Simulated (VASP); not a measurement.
# ZnS (F-43m) in VASP: further runs, part 2 of 2

VASP 6.6.1. The steps go on from the part before.

### Step 3. Single point, PBEsol (volume scaled by 0.975)

File INCAR:

```
  ALGO = Normal
  EDIFF = 1E-6
  ENCUT = 520
  GGA = PS
  ISIF = 2
  ISMEAR = -1
  LASPH = True
  LCHARG = False
  LREAL = False
  LWAVE = False
  NBANDS = 16
  NELM = 100
  PREC = Accurate
  SIGMA = 0.01
```

File KPOINTS:

```
k-points
0
Gamma
  8 8 8
```

File POSCAR:

```
ZnS
1.0
    0.0000000000      2.6819207741      2.6819207741
    2.6819207741      0.0000000000      2.6819207741
    2.6819207741      2.6819207741      0.0000000000
Zn S
1 1
Direct
    0.0000000000      0.0000000000      0.0000000000
    0.7500000000      0.7500000000      0.7500000000
```

Potentials or basis: VASP PAW PBE potentials, release 64 (Zn, S).

On the command line:

```sh
cat potpaw_PBE.64/Zn/POTCAR potpaw_PBE.64/S/POTCAR > POTCAR
mpirun -np 1 vasp_std > vasp.out
```

OUTCAR:

```text
EDIFF = 1E-6
   ENCUT = 520
   GGA = PS
   ISIF = 2
   ISMEAR = -1
   LASPH = True
   LREAL = False
   NELM = 100
   PREC = Accurate

 ion  position               nearest neighbor table
   1  0.000  0.000  0.000-   2 2.32   2 2.32   2 2.32   2 2.32
   2  0.750  0.750  0.750-   1 2.32   1 2.32   1 2.32   1 2.32

  LATTYP: Found a face centered cubic cell.
 ALAT       =     5.3638415482

  Lattice vectors:

 A1 = (   0.0000000000,   2.6819207741,   2.6819207741)
 A2 = (   2.6819207741,   0.0000000000,   2.6819207741)
 A3 = (   2.6819207741,   2.6819207741,   0.0000000000)

Analysis of symmetry for initial positions (statically):
=====================================================================
 Subroutine PRICEL returns:
 Original cell was already a primitive cell.

 Routine SETGRP: Setting up the symmetry group for a
 face centered cubic supercell.

 Subroutine GETGRP returns: Found 24 space group operations
 (whereof 24 operations were pure point group operations)
 out of a pool of 48 trial point group operations.

The static configuration has the point symmetry T_d .

Analysis of symmetry for dynamics (positions and initial velocities):
=====================================================================
 Subroutine PRICEL returns:
 Original cell was already a primitive cell.

 Routine SETGRP: Setting up the symmetry group for a
 face centered cubic supercell.

 Subroutine GETGRP returns: Found 24 space group operations
 (whereof 24 operations were pure point group operations)
 out of a pool of 48 trial point group operations.

The dynamic configuration has the point symmetry T_d .

 Subroutine INISYM returns: Found 24 space group operations
 (whereof 24 operations are pure point group operations),
 and found     1 'primitive' translations

[... 102 lines left out ...]
   POTIM  = 0.5000    time-step for ionic-motion
   TEBEG  =    0.0;   TEEND  =   0.0 temperature during run
   PSTRESS=    0.0 pullay stress
   NELECT =      18.0000    total number of electrons
   NUPDOWN=      -1.0000    fix difference up-down
   EMIN   =  10.00;   EMAX   =-10.00  energy-range for DOS
   EFERMI =   0.00;   METHOD = LEGACY
   ISMEAR =    -1;   SIGMA  =   0.01  broadening in eV -4-tet -1-fermi 0-gaus
   EFERMI_NEDOS =   21; number of points for ismear=-14 and -15
   IALGO  =     38    algorithm
   IMIX   =      4    mixing-type and parameters
     AMIX     =   0.40;   BMIX     =  1.00
     AMIX_MAG =   1.60;   BMIX_MAG =  1.00
  volume/ion in A,a.u.               =      19.29       130.18
  Fermi-wavevector in a.u.,A,eV,Ry     =   1.269725  2.399433 21.935339  1.612202
  Thomas-Fermi vector in A             =   2.402751
   LORBIT       =      0    0 simple, 1 ext, 2 COOP (PROOUT), +10 PAW based schemes
   GGA     = PS    functional components
   LHFCALC =     F    Hartree Fock is set to
   AEXX    =    0.0000 exact exchange contribution
   IVDW    =     0    specifies the selected vdW correction
   LEPSILON=     F    determine dielectric tensor
   LRPA    =     F    only Hartree local field effects (RPA)
 non-spin polarized calculation
  energy-cutoff  :      520.00
  volume of cell :       38.58
 maximum number of plane-waves:      1056
   NGX = 15   NGY = 15   NGZ = 15

 number of electron      18.0000014 magnetization

 Free energy of the ion-electron system (eV)
  ---------------------------------------------------
  ext. energy  EPLUGINS =         0.00000000
  ---------------------------------------------------
  free energy    TOTEN  =        -7.58868195 eV

  energy without entropy =       -7.58868195  energy(sigma->0) =       -7.58868195

 E-fermi :   2.4800     XC(G=0):  -9.9552

 val. band max:        2.2249612960   @ k =   0.0000   0.0000   0.0000
 cond. band min:       4.2996247112   @ k =   0.0000   0.0000   0.0000
 fundamental gap:      2.0746634152
 Fermi energy:         2.4799989479

 k-point     1 :       0.0000    0.0000    0.0000
  band No.  band energies     occupation
      1     -11.0897      2.00000
      2      -4.2400      2.00000
      3      -4.2400      2.00000
      4      -4.2400      2.00000
      5      -3.7140      2.00000
      6      -3.7140      2.00000
[... 433 lines left out ...]
      3      -4.0481      2.00000
      4      -3.7795      2.00000
      5      -3.7018      2.00000
      6      -3.4316      2.00000
[... 8 lines left out ...]
     15      15.6611      0.00000
     16      16.5416      0.00000

 [... further k-points ...]
[... 5 lines left out ...]
  --------------------------------------------------------------------------------------
  -------------------------------------------------------------------------------------
  Total       -0.0297219     -0.0297219     -0.0297219     -0.0000000     -0.0000000     -0.0000000
  in kB       -1.2342961     -1.2342961     -1.2342961     -0.0000000     -0.0000000     -0.0000000
  external PRESSURE =      -1.2342961 kB  Pullay stress =       0.0000000 kB

 VOLUME and BASIS-vectors are now :
 -----------------------------------------------------------------------------
  energy-cutoff  :      520.00
  volume of cell :       38.58
      direct lattice vectors                 reciprocal lattice vectors
     0.000000000  2.681920774  2.681920774    -0.186433546  0.186433546  0.186433546
     2.681920774  0.000000000  2.681920774     0.186433546 -0.186433546  0.186433546
     2.681920774  2.681920774  0.000000000     0.186433546  0.186433546 -0.186433546

 POSITION                                       TOTAL-FORCE (eV/Angst)
 -----------------------------------------------------------------------------------
      0.00000      0.00000      0.00000         0.000000      0.000000     -0.000000
      4.02288      4.02288      4.02288        -0.000000     -0.000000      0.000000
 -----------------------------------------------------------------------------------
    total drift:                               -0.000002     -0.000002     -0.000002

  FREE ENERGIE OF THE ION-ELECTRON SYSTEM (eV)
  ---------------------------------------------------
  free  energy   TOTEN  =        -7.5886819505 eV

  energy  without entropy=       -7.5886819505  energy(sigma->0) =       -7.58868195
```

stdout:

```text
POSCAR found type information on POSCAR ZnS
 POSCAR found :  2 types and       2 ions
 scaLAPACK will be used
 -----------------------------------------------------------------------------
|                                                                             |
|                                                                             |
|     You enforced a specific xc type in the INCAR file but a different       |
|     I HOPE YOU KNOW WHAT YOU ARE DOING!                                     |
|                                                                             |
 -----------------------------------------------------------------------------

 LDA part: xc-table for (Slater+PW92), standard interpolation
 POSCAR, INCAR and KPOINTS ok, starting setup
 FFT: planning ... GRIDC
 FFT: planning ... GRID_SOFT
 FFT: planning ... GRID
 WAVECAR not read
 entering main loop
```

Run time: 7.2 s. Hardware: 1 thread of Intel Xeon 6975P-C (Granite Rapids), shared host; peak memory 0.15 GiB.

What came out:

```yaml
Free_energy: -7.5887 eV
Pressure: -0.1 GPa
Band_gap_on_the_k_mesh: 2.07 eV, direct
```

Caveat: the cell differs from its parent crystal (volume scaled by 0.975); the PAW data sets were made with another functional, which shifts forces and pressure a little.

### Step 4. Single point, PBEsol

This run uses another cell than the first one, of 19.78 Å³/atom, 1.053 times its volume.

File INCAR:

```
PREC = Accurate ; ENCUT = 520
EDIFF = 1E-6 ; ISMEAR = -1
SIGMA = 0.01 ; LREAL = F
LASPH = T ; NELM = 60
ALGO = Normal ; ISIF = 2
LWAVE = F ; LCHARG = F
GGA = PS ; NBANDS = 16
```

File KPOINTS:

```
Automatic mesh
0
Gamma
  8 8 8
```

File POSCAR:

```
ZnS
1.0
    0.0000000000      2.7046500000      2.7046500000
    2.7046500000      0.0000000000      2.7046500000
    2.7046500000      2.7046500000      0.0000000000
Zn S
1 1
Direct
    0.0000000000      0.0000000000      0.0000000000
    0.7500000000      0.7500000000      0.7500000000
```

Potentials or basis: VASP PAW PBE potentials, release 64 (Zn, S).

On the command line:

```sh
cat potpaw_PBE.64/Zn/POTCAR potpaw_PBE.64/S/POTCAR > POTCAR
mpirun -np 1 vasp_std > vasp.out
```

OUTCAR:

```text
PREC = Accurate
   ENCUT = 520
   EDIFF = 1E-6
   ISMEAR = -1
   LREAL = F
   LASPH = T
   NELM = 60
   ISIF = 2
   GGA = PS

 ion  position               nearest neighbor table
   1  0.000  0.000  0.000-   2 2.34   2 2.34   2 2.34   2 2.34
   2  0.750  0.750  0.750-   1 2.34   1 2.34   1 2.34   1 2.34

  LATTYP: Found a face centered cubic cell.
 ALAT       =     5.4093000000

  Lattice vectors:

[... 188 lines left out ...]
      3      -4.3736      2.00000
      4      -4.3736      2.00000
      5      -3.8778      2.00000
      6      -3.8778      2.00000
[... 433 lines left out ...]
      3      -4.1905      2.00000
      4      -3.9342      2.00000
      5      -3.8656      2.00000
      6      -3.6080      2.00000
[... 8 lines left out ...]
     15      15.3276      0.00000
     16      16.1855      0.00000

 [... further k-points ...]
[... 5 lines left out ...]
  --------------------------------------------------------------------------------------
  -------------------------------------------------------------------------------------
  Total       -0.4924429     -0.4924429     -0.4924429     -0.0000000     -0.0000000     -0.0000000
  in kB      -19.9389942    -19.9389942    -19.9389942     -0.0000000     -0.0000000     -0.0000000
  external PRESSURE =     -19.9389942 kB  Pullay stress =       0.0000000 kB

 VOLUME and BASIS-vectors are now :
 -----------------------------------------------------------------------------
  energy-cutoff  :      520.00
  volume of cell :       39.57
      direct lattice vectors                 reciprocal lattice vectors
     0.000000000  2.704650000  2.704650000    -0.184866803  0.184866803  0.184866803
     2.704650000  0.000000000  2.704650000     0.184866803 -0.184866803  0.184866803
     2.704650000  2.704650000  0.000000000     0.184866803  0.184866803 -0.184866803

 POSITION                                       TOTAL-FORCE (eV/Angst)
 -----------------------------------------------------------------------------------
      0.00000      0.00000      0.00000        -0.000000     -0.000000     -0.000000
      4.05697      4.05697      4.05697         0.000000      0.000000      0.000000
 -----------------------------------------------------------------------------------
    total drift:                               -0.000001     -0.000001     -0.000001

  FREE ENERGIE OF THE ION-ELECTRON SYSTEM (eV)
  ---------------------------------------------------
  free  energy   TOTEN  =        -7.5821947351 eV

  energy  without entropy=       -7.5821947351  energy(sigma->0) =       -7.58219474
```

OSZICAR:

```text
N       E                     dE             d eps       ncg     rms          rms(c)
DAV:   1     0.890991387639E+02    0.89099E+02   -0.90374E+03   928   0.134E+03
DAV:   2    -0.198350777197E+01   -0.91083E+02   -0.85356E+02  1048   0.262E+02
DAV:   3    -0.792373811841E+01   -0.59402E+01   -0.59143E+01  1168   0.647E+01
DAV:   4    -0.798582160036E+01   -0.62083E-01   -0.62071E-01  1088   0.682E+00
DAV:   5    -0.798655245353E+01   -0.73085E-03   -0.73081E-03  1200   0.710E-01    0.662E+00
DAV:   6    -0.760485639348E+01    0.38170E+00   -0.78113E-01  1328   0.322E+01    0.521E+00
DAV:   7    -0.758561970370E+01    0.19237E-01   -0.23307E-01  1096   0.471E+00    0.252E+00
DAV:   8    -0.758228852910E+01    0.33312E-02   -0.48973E-03  1328   0.861E-01    0.593E-01
DAV:   9    -0.758211487832E+01    0.17365E-03   -0.92112E-04  1152   0.266E-01    0.961E-02
DAV:  10    -0.758220427229E+01   -0.89394E-04   -0.16084E-04  1128   0.943E-02    0.310E-02
DAV:  11    -0.758219448183E+01    0.97905E-05   -0.29136E-05  1120   0.460E-02    0.696E-03
DAV:  12    -0.758219473514E+01   -0.25331E-06   -0.26259E-06  1128   0.197E-02
   1 F= -.75821947E+01 E0= -.75821947E+01  d E =-.186407E-14
```

stdout:

```text
POSCAR found type information on POSCAR ZnS
 POSCAR found :  2 types and       2 ions
 scaLAPACK will be used
 -----------------------------------------------------------------------------
|                                                                             |
|                                                                             |
|     You enforced a specific xc type in the INCAR file but a different       |
|     I HOPE YOU KNOW WHAT YOU ARE DOING!                                     |
|                                                                             |
 -----------------------------------------------------------------------------

 LDA part: xc-table for (Slater+PW92), standard interpolation
 POSCAR, INCAR and KPOINTS ok, starting setup
 FFT: planning ... GRIDC
 FFT: planning ... GRID_SOFT
 FFT: planning ... GRID
 WAVECAR not read
 entering main loop
```

Run time: 7.2 s. Hardware: 1 thread of Intel Xeon 6975P-C (Granite Rapids), shared host; peak memory 0.16 GiB.

Results:

```
Free energy            : -7.5822 eV
Pressure               : -2.0 GPa
Band gap on the k mesh : 1.96 eV, direct
```

Caveat: the PAW data sets were made with another functional, which shifts forces and pressure a little.

### Step 5. Single point, PBEsol (volume scaled by 1.025)

Changes to INCAR since step 4:

```diff
@@ -1,3 +1,3 @@
 PREC = Accurate ; ENCUT = 520
-EDIFF = 1E-6 ; ISMEAR = -1
+EDIFF = 1E-7 ; ISMEAR = -1
 SIGMA = 0.01 ; LREAL = F
```

File KPOINTS:

```
regular mesh
0
Gamma
  8 8 8
```

File POSCAR:

```
ZnS
1.0
    0.0000000000      2.7270034930      2.7270034930
    2.7270034930      0.0000000000      2.7270034930
    2.7270034930      2.7270034930      0.0000000000
Zn S
1 1
Direct
    0.0000000000      0.0000000000      0.0000000000
    0.7500000000      0.7500000000      0.7500000000
```

Potentials or basis: VASP PAW PBE potentials, release 64 (Zn, S).

On the command line:

```sh
cat potpaw_PBE.64/Zn/POTCAR potpaw_PBE.64/S/POTCAR > POTCAR
mpirun -np 1 vasp_std > vasp.out
```

OUTCAR:

```text
PREC = Accurate
   ENCUT = 520
   EDIFF = 1E-7
   ISMEAR = -1
   LREAL = F
   LASPH = T
   NELM = 60
   ISIF = 2
   GGA = PS

 ion  position               nearest neighbor table
   1  0.000  0.000  0.000-   2 2.36   2 2.36   2 2.36   2 2.36
   2  0.750  0.750  0.750-   1 2.36   1 2.36   1 2.36   1 2.36

  LATTYP: Found a face centered cubic cell.
 ALAT       =     5.4540069860

  Lattice vectors:

[... 189 lines left out ...]
      3      -4.5036      2.00000
      4      -4.5036      2.00000
      5      -4.0364      2.00000
      6      -4.0364      2.00000
[... 433 lines left out ...]
      3      -4.3292      2.00000
      4      -4.0853      2.00000
      5      -4.0244      2.00000
      6      -3.7790      2.00000
[... 8 lines left out ...]
     15      15.0078      0.00000
     16      15.8472      0.00000

 [... further k-points ...]
[... 5 lines left out ...]
  --------------------------------------------------------------------------------------
  -------------------------------------------------------------------------------------
  Total       -0.9121943     -0.9121943     -0.9121943     -0.0000000     -0.0000000     -0.0000000
  in kB      -36.0338668    -36.0338668    -36.0338668     -0.0000000     -0.0000000     -0.0000000
  external PRESSURE =     -36.0338668 kB  Pullay stress =       0.0000000 kB

 VOLUME and BASIS-vectors are now :
 -----------------------------------------------------------------------------
  energy-cutoff  :      520.00
  volume of cell :       40.56
      direct lattice vectors                 reciprocal lattice vectors
     0.000000000  2.727003493  2.727003493    -0.183351434  0.183351434  0.183351434
     2.727003493  0.000000000  2.727003493     0.183351434 -0.183351434  0.183351434
     2.727003493  2.727003493  0.000000000     0.183351434  0.183351434 -0.183351434

 POSITION                                       TOTAL-FORCE (eV/Angst)
 -----------------------------------------------------------------------------------
      0.00000      0.00000      0.00000        -0.000000     -0.000000     -0.000000
      4.09051      4.09051      4.09051         0.000000      0.000000      0.000000
 -----------------------------------------------------------------------------------
    total drift:                               -0.000000     -0.000000     -0.000000

  FREE ENERGIE OF THE ION-ELECTRON SYSTEM (eV)
  ---------------------------------------------------
  free  energy   TOTEN  =        -7.5649556401 eV

  energy  without entropy=       -7.5649556401  energy(sigma->0) =       -7.56495564
```

It took 9.6 s on 1 thread of Intel Xeon 6975P-C (Granite Rapids), shared host; peak memory 0.17 GiB.

Results:

```
Free energy            : -7.5650 eV
Pressure               : -3.6 GPa
Band gap on the k mesh : 1.86 eV, direct
```

Levels at points of the mesh, in eV from the valence-band top:
```csv
k point,band 5,band 6,band 7,band 8,band 9,band 10,band 11,band 12,band 13,band 14
"(0.00, 0.00, 0.00)",-5.80,-5.80,0.00,0.00,0.00,1.86,6.32,6.32,6.32,11.49
"(0.50, 0.00, 0.00)",-5.77,-5.60,-5.18,-0.84,-0.84,3.14,6.85,6.85,8.60,11.83
"(0.50, 0.50, 0.00)",-5.73,-5.59,-4.50,-2.15,-2.15,3.30,3.97,10.64,11.69,11.69
```

Caveat: the cell differs from its parent crystal (volume scaled by 1.025); the PAW data sets were made with another functional, which shifts forces and pressure a little.

### Step 6. Summary

| cell | gap on the mesh (eV) | pressure (GPa) |
| --- | --- | --- |
| a = 3.760 Å, angles 60.0°, 2 atoms | 2.19 | 2.0 |
| a = 3.793 Å, angles 60.0°, 2 atoms | 2.07 | -0.1 |
| a = 3.825 Å, angles 60.0°, 2 atoms | 1.96 | -2.0 |
| a = 3.857 Å, angles 60.0°, 2 atoms | 1.86 | -3.6 |

Alike in all rows: task single point; level PBEsol; potentials or basis VASP PAW PBE potentials, release 64 (Zn, S); no spin polarisation; k mesh 8 × 8 × 8; cutoff (eV) 520; smearing fermi-dirac 0.01 eV.

Caveats: the PAW data sets were made with another functional, which shifts forces and pressure a little.

Total energies depend on the potentials used, so only differences within one code and one set of settings carry meaning.

### Step 7. Against experiment

Step 4. A measured gap of ZnS is 3.85 eV (direct; 19 K; quoted in “Electronic, vibrational, and thermodynamic properties of ZnS (zincblende and rocksalt structure)”, 2009, arxiv:0911.5022); the calculated 1.96 eV misses it by -1.89 eV. The value is that of PBEsol, without temperature or zero-point motion. Semilocal functionals fall short of measured gaps as a rule.
